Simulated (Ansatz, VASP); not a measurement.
## Two plane-wave programs on AlRu

```xyz
2
Lattice="2.9916 0.0000 0.0000 0.0000 2.9916 0.0000 0.0000 0.0000 2.9916" Properties=species:S:1:pos:R:3 pbc="T T T"
Al    0.0000    0.0000    0.0000
Ru    1.4958    1.4958    1.4958
```

Alike in both runs: task electric field gradients; functional PBE; k mesh 10 × 10 × 10; occupations fermi-dirac, width 0.08 eV; no spin polarisation.

```csv
,VASP,Ansatz
version,VASP 6.6.1,Ansatz 0.2.0
potentials or method,"VASP PAW PBE potentials, release 64 (Al, Ru_pv)","PAW with Ansatz's default frozen-core files, scalar-relativistic"
plane-wave cutoff (eV),400,420
valence electrons in the cell,17,19
```

|  | VASP | Ansatz | Ansatz less VASP |
| --- | --- | --- | --- |
| pressure (GPa) | 2.2 | 2.7 | +0.50 |

VASP's potentials hold 17 valence electrons a cell and Ansatz's 19, so a difference there can come from the potentials and not from the codes.
